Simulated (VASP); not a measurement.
# AgI (Iodargyrite) (P6_3mc) in VASP: a series of runs, part 2 of 2

VASP 6.6.1. Earlier steps stand in the parts before.

## 3. Relaxation of cell and atoms, PBE

This run uses another cell than the first one, of 34.30 Å³/atom, 0.941 times its volume.

INCAR

```
SYSTEM = AgI
  ALGO = Normal
  EDIFF = 1E-7
  EDIFFG = -0.005
  ENCUT = 500
  GGA = PE
  GGA_COMPAT = .False.
  IBRION = 2
  ISIF = 3
  ISMEAR = -1
  LASPH = .True.
  LCHARG = .False.
  LREAL = .False.
  LWAVE = .False.
  NELM = 120
  NELMIN = 4
  NSW = 80
  PREC = Accurate
  SIGMA = 0.02
```

KPOINTS

```
k-points
0
Gamma
  6 6 4
  0 0 0
```

POSCAR

```
AgI
1.0
    4.5900000000      0.0000000000      0.0000000000
   -2.2950000000      3.9750566034      0.0000000000
    0.0000000000      0.0000000000      7.5200000000
Ag I
2 2
Direct
    0.6666666667      0.3333333333      0.6300000000
    0.3333333333      0.6666666667      0.1300000000
    0.6666666667      0.3333333333      0.0000000000
    0.3333333333      0.6666666667      0.5000000000
```

Potentials or basis: VASP PAW PBE potentials, release 64 (Ag, I).

Started as:

```console
$ cat potpaw_PBE.64/Ag/POTCAR potpaw_PBE.64/I/POTCAR > POTCAR
$ mpirun -np 1 vasp_std > vasp.out
```

OUTCAR:

```text
SYSTEM = AgI
   EDIFF = 1E-7
   EDIFFG = -0.005
   ENCUT = 500
   GGA = PE
   IBRION = 2
   ISIF = 3
   ISMEAR = -1
   LASPH = .True.
   LREAL = .False.
   NELM = 120
   NELMIN = 4
   NSW = 80
   PREC = Accurate

 ion  position               nearest neighbor table
   1  0.667  0.333  0.630-   3 2.78   4 2.82   4 2.82   4 2.82
   2  0.333  0.667  0.130-   4 2.78   3 2.82   3 2.82   3 2.82
   3  0.667  0.333  0.000-   1 2.78   2 2.82   2 2.82   2 2.82
   4  0.333  0.667  0.500-   2 2.78   1 2.82   1 2.82   1 2.82

  LATTYP: Found a hexagonal cell.
 ALAT       =     4.5900000000
 C/A-ratio  =     1.6383442266

  Lattice vectors:

 A1 = (   4.5900000000,   0.0000000000,   0.0000000000)
 A2 = (  -2.2950000000,   3.9750566034,   0.0000000000)
 A3 = (   0.0000000000,   0.0000000000,   7.5200000000)

Analysis of symmetry for initial positions (statically):
=====================================================================
 Subroutine PRICEL returns:
 Original cell was already a primitive cell.

 Routine SETGRP: Setting up the symmetry group for a
 hexagonal supercell.

 Subroutine GETGRP returns: Found 12 space group operations
 (whereof  6 operations were pure point group operations)
 out of a pool of 24 trial point group operations.

The static configuration has the point symmetry C_3v.
 The point group associated with its full space group is C_6v.

Analysis of symmetry for dynamics (positions and initial velocities):
=====================================================================
 Subroutine PRICEL returns:
 Original cell was already a primitive cell.

 Routine SETGRP: Setting up the symmetry group for a
 hexagonal supercell.

 Subroutine GETGRP returns: Found 12 space group operations
 (whereof  6 operations were pure point group operations)
 out of a pool of 24 trial point group operations.

The dynamic configuration has the point symmetry C_3v.
 The point group associated with its full space group is C_6v.

 Subroutine INISYM returns: Found 12 space group operations
 (whereof  6 operations are pure point group operations),
 and found     1 'primitive' translations

----------------------------------------------------------------------------------------

                                     Primitive cell

  volume of cell :     137.2062

  direct lattice vectors                    reciprocal lattice vectors
     4.590000000  0.000000000  0.000000000     0.217864924  0.125784372  0.000000000
    -2.295000000  3.975056603  0.000000000     0.000000000  0.251568745  0.000000000
     0.000000000  0.000000000  7.520000000     0.000000000  0.000000000  0.132978723

  length of vectors
     4.590000000  4.590000000  7.520000000     0.251568745  0.251568745  0.132978723

  position of ions in fractional coordinates (direct lattice)
     0.666666667  0.333333333  0.630000000
     0.333333333  0.666666667  0.130000000
     0.666666667  0.333333333  0.000000000
     0.333333333  0.666666667  0.500000000

  ion indices of the primitive-cell ions
   primitive index   ion index
                 1           1
                 2           2
                 3           3
                 4           4

----------------------------------------------------------------------------------------

 KPOINTS: k-points

[... 25 lines left out ...]
  0.166667 -0.000000  0.000000      6.000000
  0.333333  0.000000  0.000000      6.000000
  0.500000 -0.000000  0.000000      3.000000
  0.166667  0.166667  0.000000      6.000000
  0.333333  0.166667  0.000000     12.000000
[... 13 lines left out ...]
  0.333333  0.166667  0.500000     12.000000
  0.333333  0.333333  0.500000      2.000000
   k-points           NKPTS =     21   k-points in BZ     NKDIM =     21   number of bands    NBANDS=     22
   number of dos      NEDOS =    301   number of ions     NIONS =      4
   total plane-waves  NPLWV =  72576
   dimension x,y,z NGX =    36 NGY =   36 NGZ =   56
   dimension x,y,z NGXF=    72 NGYF=   72 NGZF=  112
   ions per type =               2   2
   NGX,Y,Z   is equivalent  to a cutoff of  13.04, 13.04, 12.38 a.u.
   NGXF,Y,Z  is equivalent  to a cutoff of  26.08, 26.08, 24.76 a.u.
 SYSTEM =  AgI
   PREC   = accura    normal or accurate (medium, high low for compatibility)
   ISTART =      0    job   : 0-new  1-cont  2-samecut
   ICHARG =      2    charge: 1-file 2-atom 10-const
   ISPIN  =      1    spin polarized calculation?
   LNONCOLLINEAR =      F non collinear calculations
   LSORBIT =      F    spin-orbit coupling
   LASPH  =      T    aspherical Exc in radial PAW
   ENCUT  =  500.0 eV  36.75 Ry    6.06 a.u.   8.37  8.37 13.71*2*pi/ulx,y,z
   NELM   =    120;   NELMIN=  4; NELMDL= -5     # of ELM steps
   EDIFF  = 0.1E-06   stopping-criterion for ELM
   LREAL  =      F    real-space projection
   EDIFFG = -.5E-02   stopping-criterion for IOM
   NSW    =     80    number of steps for IOM
   IBRION =      2    ionic relax: 0-MD 1-quasi-New 2-CG
   NFREE  =      1    steps in history (QN), initial steepest desc. (CG)
   ISIF   =      3    stress and relaxation
   ISYM   =      2    0-nonsym 1-usesym 2-fastsym
   POTIM  = 0.5000    time-step for ionic-motion
   TEBEG  =    0.0;   TEEND  =   0.0 temperature during run
   PSTRESS=    0.0 pullay stress
   NELECT =      36.0000    total number of electrons
   NUPDOWN=      -1.0000    fix difference up-down
   EMIN   =  10.00;   EMAX   =-10.00  energy-range for DOS
   EFERMI =   0.00;   METHOD = LEGACY
   ISMEAR =    -1;   SIGMA  =   0.02  broadening in eV -4-tet -1-fermi 0-gaus
   EFERMI_NEDOS =   21; number of points for ismear=-14 and -15
   IALGO  =     38    algorithm
   IMIX   =      4    mixing-type and parameters
     AMIX     =   0.40;   BMIX     =  1.00
     AMIX_MAG =   1.60;   BMIX_MAG =  1.00
  volume/ion in A,a.u.               =      34.30       231.48
  Fermi-wavevector in a.u.,A,eV,Ry     =   1.048056  1.980538 14.944923  1.098421
  Thomas-Fermi vector in A             =   2.182962
   LORBIT       =      0    0 simple, 1 ext, 2 COOP (PROOUT), +10 PAW based schemes
   GGA     = PE    functional components
   LHFCALC =     F    Hartree Fock is set to
   AEXX    =    0.0000 exact exchange contribution
   IVDW    =     0    specifies the selected vdW correction
   LEPSILON=     F    determine dielectric tensor
   LRPA    =     F    only Hartree local field effects (RPA)
 conjugate gradient relaxation of ions
 non-spin polarized calculation
  energy-cutoff  :      500.00
  volume of cell :      137.21
 maximum number of plane-waves:      3525
 NGX is ok and might be reduce to    36
   NGX = 17   NGY = 17   NGZ = 27

--------------------------------------- Ionic step        1  -------------------------------------------

 number of electron      36.0000011 magnetization

 Free energy of the ion-electron system (eV)
  ---------------------------------------------------
  ext. energy  EPLUGINS =         0.00000000
  ---------------------------------------------------
  free energy    TOTEN  =        -9.53485475 eV

  energy without entropy =       -9.53485475  energy(sigma->0) =       -9.53485475

------------------------ aborting loop because EDIFF is reached ----------------------------------------

  FORCE on cell =-STRESS in cart. coord.  units (eV):
  Direction    XX          YY          ZZ          XY          YZ          ZX
  --------------------------------------------------------------------------------------
  -------------------------------------------------------------------------------------
  Total        1.3349187      1.3349187      1.8552549      0.0000000      0.0000000      0.0000000
  in kB       15.5880412     15.5880412     21.6640838      0.0000000      0.0000000      0.0000000
  external PRESSURE =      17.6133888 kB  Pullay stress =       0.0000000 kB
[... 95 lines left out ...]
  FREE ENERGIE OF THE ION-ELECTRON SYSTEM (eV)
  ---------------------------------------------------
  free  energy   TOTEN  =        -9.5793597622 eV

  energy  without entropy=       -9.5793597622  energy(sigma->0) =       -9.57935976

[... ionic steps 4 to 9 ...]

--------------------------------------- Ionic step       10  -------------------------------------------

 number of electron      35.9999997 magnetization

------------------------ aborting loop because EDIFF is reached ----------------------------------------
[... 71 lines left out ...]
--------------------------------------- Ionic step       12  -------------------------------------------

 number of electron      35.9999998 magnetization

 Free energy of the ion-electron system (eV)
  ---------------------------------------------------
  ext. energy  EPLUGINS =         0.00000000
  ---------------------------------------------------
  free energy    TOTEN  =        -9.58001819 eV

  energy without entropy =       -9.58001819  energy(sigma->0) =       -9.58001819

 E-fermi :   2.9345     XC(G=0):  -8.1493

 val. band max:        2.4786501304   @ k =   0.0000   0.0000   0.0000
 cond. band min:       3.8471995237   @ k =   0.0000   0.0000   0.0000
 fundamental gap:      1.3685493933
 Fermi energy:         2.9345081708

 k-point     1 :       0.0000    0.0000    0.0000
  band No.  band energies     occupation
      1     -10.0059      2.00000
      2      -9.7603      2.00000
      3      -1.3751      2.00000
      4      -1.3751      2.00000
      5      -1.3747      2.00000
      6      -1.2749      2.00000
[... 545 lines left out ...]
  FREE ENERGIE OF THE ION-ELECTRON SYSTEM (eV)
  ---------------------------------------------------
  free  energy   TOTEN  =        -9.5800181872 eV

  energy  without entropy=       -9.5800181872  energy(sigma->0) =       -9.58001819

 reached required accuracy - stopping structural energy minimisation
```

OSZICAR:

```text
N       E                     dE             d eps       ncg     rms          rms(c)
DAV:   1     0.207913953180E+03    0.20791E+03   -0.15583E+04   924   0.137E+03
[... 122 lines left out ...]
DAV:   1    -0.958017333825E+01   -0.17181E-03   -0.39289E-03   924   0.531E-01    0.858E-02
DAV:   2    -0.958003128873E+01    0.14205E-03   -0.48017E-04   960   0.247E-01    0.282E-02
DAV:   3    -0.958001954206E+01    0.11747E-04   -0.39926E-05  1050   0.405E-02    0.208E-02
DAV:   4    -0.958001798804E+01    0.15540E-05   -0.99949E-06   990   0.307E-02    0.429E-03
DAV:   5    -0.958001803068E+01   -0.42644E-07   -0.31421E-06  1068   0.174E-02    0.538E-03
DAV:   6    -0.958001819752E+01   -0.16683E-06   -0.31561E-07   670   0.502E-03    0.284E-03
DAV:   7    -0.958001818717E+01    0.10351E-07   -0.35178E-07   778   0.750E-03
  12 F= -.95800182E+01 E0= -.95800182E+01  d E =-.166145E-04
```

CONTCAR:

```text
AgI
   1.00000000000000
     4.6836330960578056    0.0000000000000000    0.0000000000000000
    -2.3418165480289028    4.0561452432228604    0.0000000000000000
     0.0000000000000000    0.0000000000000000    7.6597252847308228
  Ag              I
     2     2
Direct
     0.6666666667000030    0.3333333332999970    0.6274777010449223
     0.3333333332999970    0.6666666667000030    0.1274777010449221
     0.6666666667000030    0.3333333332999970    0.0025222989550804
     0.3333333332999970    0.6666666667000030    0.5025222989550803

  0.00000000E+00  0.00000000E+00  0.00000000E+00
  0.00000000E+00  0.00000000E+00  0.00000000E+00
  0.00000000E+00  0.00000000E+00  0.00000000E+00
  0.00000000E+00  0.00000000E+00  0.00000000E+00
```

Wall time 4.5 min (1 thread of AMD EPYC 9R45 (Zen 5), shared host); peak memory 0.27 GiB.

What came out:

| Quantity | Value |
| --- | --- |
| Free energy | -9.5800 eV |
| Relaxed volume | 36.38 Å³/atom |
| Relaxed cell | a = 4.684 Å, b = 4.684 Å, c = 7.660 Å, α = 90.00°, β = 90.00°, γ = 120.00° |
| Space group after relaxing (to 0.05 Å) | P6_3mc (No. 186) |
| Energy gained by relaxing | 11.3 meV/atom |
| Ionic steps | 12 |
| Pressure after relaxing | 0.0 GPa |
| Band gap on the k mesh | 1.37 eV, direct |

Forces on the atoms (eV/Å):
```
Ag   0.000  0.000  0.003
Ag   0.000  0.000  0.003
I    0.000  0.000 -0.003
I    0.000  0.000 -0.003
```

The path:
| step | energy change (eV) | largest force (eV/Å) | pressure (GPa) | volume (Å³) |
| --- | --- | --- | --- | --- |
| 1 | 0.0000 | 0.0808 | 1.76 | 137.21 |
| 2 | -0.0443 | 0.0243 | 0.12 | 144.83 |
| 3 | -0.0445 | 0.0206 | -0.03 | 145.59 |
| 4 | -0.0445 | 0.0214 | 0.01 | 145.42 |
| 5 | -0.0446 | 0.0185 | 0.01 | 145.41 |
| 6 | -0.0448 | 0.0099 | 0.01 | 145.36 |
| 7 | -0.0449 | 0.0067 | 0.03 | 145.27 |
| 8 | -0.0450 | 0.0062 | 0.03 | 145.33 |
| 9 | -0.0451 | 0.0051 | 0.00 | 145.48 |
| 10 | -0.0451 | 0.0029 | -0.06 | 145.80 |
| 11 | -0.0451 | 0.0042 | -0.02 | 145.60 |
| 12 | -0.0452 | 0.0025 | 0.00 | 145.52 |

Final structure:
```
Ag I
1.0
     4.68363    0.00000    0.00000
    -2.34182    4.05615    0.00000
     0.00000    0.00000    7.65973
Ag I
2 2
Direct
  0.66667 0.33333 0.62748
  0.33333 0.66667 0.12748
  0.66667 0.33333 0.00252
  0.33333 0.66667 0.50252
```

Caveat: spin-orbit coupling is left out, which moves the levels of the heavy elements. Zero-point motion and thermal expansion aren't in these numbers.
